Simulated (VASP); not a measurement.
# PrBiC (P4/mmm) in VASP: notebook, part 2 of 2

VASP 6.6.1. The steps go on from the part before.

### Step 5. Relaxation of cell and atoms, PBE

This run uses another cell than the first one, of 30.13 Å³/atom.

The input, INCAR:

```
PREC = Accurate
ENCUT = 600
EDIFF = 1E-7
ISMEAR = 0
SIGMA = 0.1
LREAL = F
LASPH = T
NELM = 200
ALGO = Normal
ISIF = 3
LWAVE = F
LCHARG = F
GGA = PE
IBRION = 2
NSW = 90
EDIFFG = -0.04
GGA_COMPAT = F
NELMIN = 4
LMAXMIX = 6
```

The input, KPOINTS:

```
regular mesh
0
Gamma
  4 4 4
```

The input, POSCAR:

```
PrBiC
1.0
    3.7921047000      0.0000000000      0.0000000000
    0.0000000000      3.7921047000      0.0000000000
    0.0000000000      0.0000000000      6.2864348700
Pr Bi C
1 1 1
Direct
    0.5000000000      0.5000000000      0.0000000000
    0.5000000000      0.5000000000      0.5000000000
    0.0000000000      0.0000000000      0.0000000000
```

Potentials or basis: VASP PAW PBE potentials, release 64 (Pr_3, Bi_d, C), 4f in core.

Started as:

```sh
> cat potpaw_PBE.64/Pr_3/POTCAR potpaw_PBE.64/Bi_d/POTCAR potpaw_PBE.64/C/POTCAR > POTCAR
> mpirun -np 1 vasp_std > vasp.out
```

OUTCAR:

```text
PREC = Accurate
   ENCUT = 600
   EDIFF = 1E-7
   ISMEAR = 0
   LREAL = F
   LASPH = T
   NELM = 200
   ISIF = 3
   GGA = PE
   IBRION = 2
   NSW = 90
   EDIFFG = -0.04
   NELMIN = 4

 ion  position               nearest neighbor table
   1  0.500  0.500  0.000-   3 2.68   3 2.68   3 2.68   3 2.68   2 3.14   2 3.14
   2  0.500  0.500  0.500-   1 3.14   1 3.14
   3  0.000  0.000  0.000-   1 2.68   1 2.68   1 2.68   1 2.68

  LATTYP: Found a simple tetragonal cell.
 ALAT       =     3.7921047000
 C/A-ratio  =     1.6577693306

  Lattice vectors:

 A1 = (   3.7921047000,   0.0000000000,   0.0000000000)
 A2 = (   0.0000000000,   3.7921047000,   0.0000000000)
 A3 = (   0.0000000000,   0.0000000000,   6.2864348700)

Analysis of symmetry for initial positions (statically):
=====================================================================
 Subroutine PRICEL returns:
 Original cell was already a primitive cell.

 Routine SETGRP: Setting up the symmetry group for a
 simple tetragonal supercell.

 Subroutine GETGRP returns: Found 16 space group operations
 (whereof 16 operations were pure point group operations)
 out of a pool of 16 trial point group operations.

The static configuration has the point symmetry D_4h.

Analysis of symmetry for dynamics (positions and initial velocities):
[... 138 lines left out ...]
 non-spin polarized calculation
 Gauss-broadening in eV      SIGMA  =   0.10
  energy-cutoff  :      600.00
  volume of cell :       90.40
 maximum number of plane-waves:      3041
   NGX = 15   NGY = 15   NGZ = 25

--------------------------------------- Ionic step        1  -------------------------------------------

 number of electron      30.0000011 magnetization

 Free energy of the ion-electron system (eV)
  ---------------------------------------------------
  ext. energy  EPLUGINS =         0.00000000
  ---------------------------------------------------
  free energy    TOTEN  =       -15.10560790 eV

  energy without entropy =      -15.09297832  energy(sigma->0) =      -15.09929311

 E-fermi :   3.1074     XC(G=0):  -9.1448

 val. band max:        3.1048317566   @ k =   0.5000   0.2500   0.2500
 cond. band min:       3.1173189394   @ k =   0.5000   0.0000   0.0000
 fundamental gap:      0.0124871827
 Fermi energy:         3.1074152162

 k-point     1 :       0.0000    0.0000    0.0000
  band No.  band energies     occupation
      1     -32.2532      2.00000
      2     -19.3674      2.00000
      3     -19.3035      2.00000
      4     -19.2723      2.00000
      5     -19.2321      2.00000
      6     -19.2321      2.00000
[... 532 lines left out ...]
--------------------------------------- Ionic step        5  -------------------------------------------

 number of electron      30.0000007 magnetization

 Free energy of the ion-electron system (eV)
  ---------------------------------------------------
  ext. energy  EPLUGINS =         0.00000000
  ---------------------------------------------------
  free energy    TOTEN  =       -15.40419205 eV

  energy without entropy =      -15.39861461  energy(sigma->0) =      -15.40140333

 E-fermi :   3.4540     XC(G=0):  -9.3735

 val. band max:        3.4356867399   @ k =   0.5000   0.2500   0.5000
 cond. band min:       3.6558293737   @ k =   0.5000   0.5000   0.2500
 fundamental gap:      0.2201426338
 Fermi energy:         3.4539589047

 k-point     1 :       0.0000    0.0000    0.0000
  band No.  band energies     occupation
      1     -31.5969      2.00000
      2     -19.0030      2.00000
      3     -18.8829      2.00000
      4     -18.8721      2.00000
      5     -18.8203      2.00000
      6     -18.8203      2.00000
[... 415 lines left out ...]
  FREE ENERGIE OF THE ION-ELECTRON SYSTEM (eV)
  ---------------------------------------------------
  free  energy   TOTEN  =       -15.4041920511 eV

  energy  without entropy=      -15.3986146088  energy(sigma->0) =      -15.40140333

 reached required accuracy - stopping structural energy minimisation
```

OSZICAR:

```text
N       E                     dE             d eps       ncg     rms          rms(c)
DAV:   1     0.284411212414E+03    0.28441E+03   -0.16268E+04   684   0.178E+03
DAV:   2     0.936101092167E+01   -0.27505E+03   -0.26875E+03   696   0.426E+02
DAV:   3    -0.173770152893E+02   -0.26738E+02   -0.25730E+02  1132   0.132E+02
[... 57 lines left out ...]
DAV:   6    -0.154042011868E+02   -0.69783E-03   -0.21712E-03  1016   0.254E-01    0.615E-02
DAV:   7    -0.154042005594E+02    0.62743E-06   -0.19492E-04   905   0.875E-02    0.221E-02
DAV:   8    -0.154041923927E+02    0.81667E-05   -0.17803E-05   970   0.305E-02    0.526E-03
DAV:   9    -0.154041920536E+02    0.33907E-06   -0.24620E-06  1052   0.100E-02    0.268E-03
DAV:  10    -0.154041920511E+02    0.25261E-08   -0.29372E-07   559   0.358E-03
   5 F= -.15404192E+02 E0= -.15401403E+02  d E =-.141213E-01
```

Run time: 2.6 min. Hardware: 1 thread of Intel Xeon Platinum 8259CL at 2.50GHz (Skylake/Cascade Lake), shared host; peak memory 0.23 GiB.

What came out:

```
Free energy                           : -15.4042 eV
Relaxed volume                        : 28.42 Å³/atom
Relaxed cell                          : a = 3.580 Å, b = 3.580 Å, c = 6.652 Å, α = 90.00°, β = 90.00°, γ = 90.00°
Space group after relaxing (to 0.1 Å) : P4/mmm (No. 123)
Energy gained by relaxing             : 99.5 meV/atom
Ionic steps                           : 5
Pressure after relaxing               : 0.1 GPa
Band gap on the k mesh                : zero (bands 15 and 16 overlap by 2.05 eV)
```

The path:
```csv
step,energy change (eV),largest force (eV/Å),pressure (GPa),volume (Å³)
1,0.0000,0.0000,-3.16,90.40
2,-0.2827,0.0000,1.74,82.56
3,-0.2846,0.0000,1.23,83.10
4,-0.2845,0.0000,1.36,82.95
5,-0.2986,0.0000,0.11,85.25
```

Final structure:
```
Pr Bi C
1.0
     3.58001    0.00000    0.00000
     0.00000    3.58001    0.00000
     0.00000    0.00000    6.65156
Pr Bi C
1 1 1
Direct
  0.50000 0.50000 0.00000
  0.50000 0.50000 0.50000
  0.00000 0.00000 0.00000
```

Caveat: the k points lie up to 0.44 Å⁻¹ apart in the final cell, too coarse for converged energies and pressures of a metal; spin-orbit coupling is left out, which moves the levels of the heavy elements; the 4f electrons are frozen in the core, so they carry no moment and show no levels. Spin polarisation is off, so any magnetic state and its effect on volume and gap are missing.

### Step 6. Overview

```tsv
task	cell	k mesh	gap on the mesh (eV)	pressure (GPa)
single point	a = 3.586, b = 3.586, c = 6.648 Å, 3 atoms	4 × 4 × 4	none	-0.1
single point	a = 3.792, b = 3.792, c = 6.286 Å, 3 atoms	4 × 4 × 4	none	-3.2
single point	a = 3.519, b = 3.519, c = 6.891 Å, 3 atoms	6 × 6 × 4	none	-0.3
relaxation of cell and atoms	relaxed from a = 3.792, b = 3.792, c = 6.286 Å, 3 atoms	4 × 4 × 4	none	0.1
```

Alike in all rows: level PBE; potentials or basis VASP PAW PBE potentials, release 64 (Pr_3, Bi_d, C), 4f in core; no spin polarisation; cutoff (eV) 600; smearing gaussian 0.1 eV.

Caveats: some runs use coarse meshes; spin-orbit coupling is left out, which moves the levels of the heavy elements; the 4f electrons are frozen in the core, so they carry no moment and show no levels.

Absolute energies hang on the potentials; compare differences alone.

The gap in the log of VASP goes by the Fermi energy; the results here count the filled bands.